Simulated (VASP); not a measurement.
# MgO (P-6m2) in VASP: further runs, part 2 of 2

VASP 6.6.1. The steps go on from the part before.

### 3 Single point, LDA (strain +0.030 along x and y, +0.030 along z)

The input, INCAR:

```
SYSTEM = MgO
PREC = Accurate
ENCUT = 520
EDIFF = 1E-6
ISMEAR = 0
SIGMA = 0.05
LREAL = .FALSE.
LASPH = .TRUE.
NELM = 60
ALGO = Normal
ISIF = 2
LWAVE = .FALSE.
LCHARG = .TRUE.
LELF = .TRUE.
LVHAR = .TRUE.
NBANDS = 11
```

The input, KPOINTS:

```
regular mesh
0
G
  9 9 8
  0 0 0
```

The input, POSCAR:

```
MgO
1.0
    3.0261615305      0.0000000000      0.0000000000
   -1.5130807653      2.6207327614      0.0000000000
    0.0000000000      0.0000000000      2.7600704000
Mg O
1 1
Direct
    0.0000000000      0.0000000000      0.0000000000
    0.3333333333      0.6666666667      0.5000000000
```

Potentials or basis: VASP PAW LDA potentials, release 64 (Mg, O).

Launch:

```
$ cat potpaw_LDA.64/Mg/POTCAR potpaw_LDA.64/O/POTCAR > POTCAR
$ mpirun -np 1 vasp_std > vasp.out
```

OUTCAR:

```text
SYSTEM = MgO
   PREC = Accurate
   ENCUT = 520
   EDIFF = 1E-6
   ISMEAR = 0
   LREAL = .FALSE.
   LASPH = .TRUE.
   NELM = 60
   ISIF = 2

 ion  position               nearest neighbor table
   1  0.000  0.000  0.000-   2 2.23   2 2.23   2 2.23   2 2.23   2 2.23   2 2.23
   2  0.333  0.667  0.500-   1 2.23   1 2.23   1 2.23   1 2.23   1 2.23   1 2.23

  LATTYP: Found a hexagonal cell.
 ALAT       =     3.0261615305
 C/A-ratio  =     0.9120697531

  Lattice vectors:

 A1 = (   3.0261615305,   0.0000000000,   0.0000000000)
 A2 = (  -1.5130807653,   2.6207327614,   0.0000000000)
 A3 = (   0.0000000000,   0.0000000000,   2.7600704000)

Analysis of symmetry for initial positions (statically):
=====================================================================
 Subroutine PRICEL returns:
 Original cell was already a primitive cell.

 Routine SETGRP: Setting up the symmetry group for a
 hexagonal supercell.

 Subroutine GETGRP returns: Found 12 space group operations
 (whereof 12 operations were pure point group operations)
 out of a pool of 24 trial point group operations.

The static configuration has the point symmetry D_3h.

Analysis of symmetry for dynamics (positions and initial velocities):
=====================================================================
 Subroutine PRICEL returns:
 Original cell was already a primitive cell.

 Routine SETGRP: Setting up the symmetry group for a
 hexagonal supercell.

 Subroutine GETGRP returns: Found 12 space group operations
 (whereof 12 operations were pure point group operations)
 out of a pool of 24 trial point group operations.

The dynamic configuration has the point symmetry D_3h.

 Subroutine INISYM returns: Found 12 space group operations
 (whereof 12 operations are pure point group operations),
 and found     1 'primitive' translations

----------------------------------------------------------------------------------------

                                     Primitive cell

  volume of cell :      21.8895

  direct lattice vectors                    reciprocal lattice vectors
     3.026161531  0.000000000  0.000000000     0.330451627  0.190786336  0.000000000
[... 112 lines left out ...]
   LHFCALC =     F    Hartree Fock is set to
   AEXX    =    0.0000 exact exchange contribution
   IVDW    =     0    specifies the selected vdW correction
   LEPSILON=     F    determine dielectric tensor
   LRPA    =     F    only Hartree local field effects (RPA)
 non-spin polarized calculation
 Gauss-broadening in eV      SIGMA  =   0.05
  energy-cutoff  :      520.00
  volume of cell :       21.89
 maximum number of plane-waves:       601
 NGX is ok and might be reduce to    24
   NGX = 11   NGY = 11   NGZ = 11

 number of electron       8.0000005 magnetization

 Free energy of the ion-electron system (eV)
  ---------------------------------------------------
  ext. energy  EPLUGINS =         0.00000000
  ---------------------------------------------------
  free energy    TOTEN  =       -12.49657259 eV

  energy without entropy =      -12.49657259  energy(sigma->0) =      -12.49657259

 E-fermi :   2.6223     XC(G=0): -10.8240

 val. band max:        2.3429640446   @ k =   0.3333   0.3333   0.0000
 cond. band min:       4.6645281383   @ k =   0.0000   0.0000   0.0000
 fundamental gap:      2.3215640937
 Fermi energy:         2.6223121577

 k-point     1 :       0.0000    0.0000    0.0000
  band No.  band energies     occupation
      1     -14.3735      2.00000
      2       1.8017      2.00000
      3       1.8017      2.00000
      4       1.9551      2.00000
      5       4.6645      0.00000
      6      13.6862      0.00000
      7      16.9138      0.00000
      8      16.9138      0.00000
      9      21.0270      0.00000
     10      21.5584      0.00000
     11      23.2227      0.00000
[... 309 lines left out ...]
 k-point    24 :       0.3333    0.3333    0.1250
  band No.  band energies     occupation
      1     -13.2610      2.00000
      2      -0.9813      2.00000
      3      -0.8839      2.00000
      4       1.7609      2.00000
      5      10.0221      0.00000
      6      12.4509      0.00000
      7      13.4996      0.00000
      8      18.2942      0.00000
      9      19.1159      0.00000
     10      22.5815      0.00000
     11      24.7601      0.00000

 [... further k-points ...]
[... 5 lines left out ...]
  --------------------------------------------------------------------------------------
  -------------------------------------------------------------------------------------
  Total       -2.4962801     -2.4962801     -3.0084060      0.0000000      0.0000000     -0.0000000
  in kB     -182.7127663   -182.7127663   -220.1973214      0.0000000      0.0000000     -0.0000000
  external PRESSURE =    -195.2076180 kB  Pullay stress =       0.0000000 kB

 VOLUME and BASIS-vectors are now :
 -----------------------------------------------------------------------------
  energy-cutoff  :      520.00
  volume of cell :       21.89
      direct lattice vectors                 reciprocal lattice vectors
     3.026161531  0.000000000  0.000000000     0.330451627  0.190786336  0.000000000
    -1.513080765  2.620732761  0.000000000     0.000000000  0.381572671  0.000000000
     0.000000000  0.000000000  2.760070400     0.000000000  0.000000000  0.362309599

 POSITION                                       TOTAL-FORCE (eV/Angst)
 -----------------------------------------------------------------------------------
      0.00000      0.00000      0.00000        -0.000000      0.000000      0.000000
     -0.00000      1.74716      1.38004         0.000000     -0.000000      0.000000
 -----------------------------------------------------------------------------------
    total drift:                                0.000000     -0.000000     -0.000000

  FREE ENERGIE OF THE ION-ELECTRON SYSTEM (eV)
  ---------------------------------------------------
  free  energy   TOTEN  =       -12.4965725923 eV

  energy  without entropy=      -12.4965725923  energy(sigma->0) =      -12.49657259
```

OSZICAR:

```text
N       E                     dE             d eps       ncg     rms          rms(c)
DAV:   1     0.117911227544E+02    0.11791E+02   -0.44575E+03  1520   0.633E+02
DAV:   2    -0.136511651521E+02   -0.25442E+02   -0.24878E+02  1513   0.130E+02
DAV:   3    -0.142438495212E+02   -0.59268E+00   -0.59234E+00  1614   0.173E+01
DAV:   4    -0.142453754424E+02   -0.15259E-02   -0.15259E-02  1425   0.100E+00
DAV:   5    -0.142453807152E+02   -0.52729E-05   -0.52729E-05  1584   0.554E-02    0.714E+00
DAV:   6    -0.126081527224E+02    0.16372E+01   -0.10769E+01  1347   0.166E+01    0.268E+00
DAV:   7    -0.125354761324E+02    0.72677E-01   -0.17144E-01  1427   0.301E+00    0.135E+00
DAV:   8    -0.124974368177E+02    0.38039E-01   -0.68313E-02  1356   0.229E+00    0.293E-01
DAV:   9    -0.124970235483E+02    0.41327E-03   -0.27933E-04  1533   0.131E-01    0.222E-01
DAV:  10    -0.124965771753E+02    0.44637E-03   -0.79284E-04  1365   0.262E-01    0.185E-02
DAV:  11    -0.124965726955E+02    0.44798E-05   -0.15977E-05  1505   0.184E-02    0.758E-03
DAV:  12    -0.124965725923E+02    0.10319E-06   -0.66543E-07   775   0.497E-03
   1 F= -.12496573E+02 E0= -.12496573E+02  d E =-.251649E-17
```

Wall time 39 s (1 thread of AMD EPYC 7R13, shared host); peak memory 0.11 GiB.

What came out:

| Item | Value |
| --- | --- |
| Free energy | -12.4966 eV |
| Pressure | -19.5 GPa |
| Band gap on the k mesh | 2.32 eV, indirect (least direct gap 2.71 eV) |

Levels at points of the mesh, in eV from the valence-band top:
| k point | band 1 | band 2 | band 3 | band 4 | band 5 | band 6 | band 7 | band 8 |
| --- | --- | --- | --- | --- | --- | --- | --- | --- |
| (0.00, 0.00, 0.00) | -16.72 | -0.54 | -0.54 | -0.39 | 2.32 | 11.34 | 14.57 | 14.57 |
| (0.00, 0.00, 0.50) | -15.77 | -5.01 | -0.07 | -0.07 | 7.42 | 8.16 | 16.67 | 16.67 |

Caveat: the cell differs from its parent crystal (strain +0.030 along x and y, +0.030 along z).
